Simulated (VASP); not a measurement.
The system is Ti.

```xyz
1
Lattice="-1.6902 1.6902 1.6410 1.6902 -1.6902 1.6410 1.6902 1.6902 -1.6410" Properties=species:S:1:pos:R:3 pbc="T T T"
Ti    0.0000    0.0000    0.0000
```

This cell differs from its parent crystal: equal xx and yy strain of +3 %.

Base run:

| Item | Value |
| --- | --- |
| Program | VASP 6.6.1 |
| Functional | PBEsol |
| Potentials or basis | VASP PAW PBE potentials, release 64 (Ti_sv) |
| Cutoff | 520 eV |
| k mesh | 14 × 14 × 14 |
| Occupations | fermi-dirac, width 0.05 eV |
| Spin | no spin polarisation |

Its results: band gap on the k mesh zero (bands 6 and 7 overlap by 1.49 eV); pressure -11.5 GPa.

**Question.** The run is repeated on the same cell with these changes: cutoff from 520 eV to 400 eV; further incar settings from ALGO = Normal; EDIFF = 1e-06; NBANDS = 12 to ALGO = Normal; EDIFF = 1e-08; NBANDS = 12. What comes out?

**Answer.** Band gap on the k mesh zero (bands 6 and 7 overlap by 1.49 eV); pressure -12.1 GPa.

Caveats: the cell stands under tension; the PAW data sets were made with another functional, which shifts forces and pressure a little.
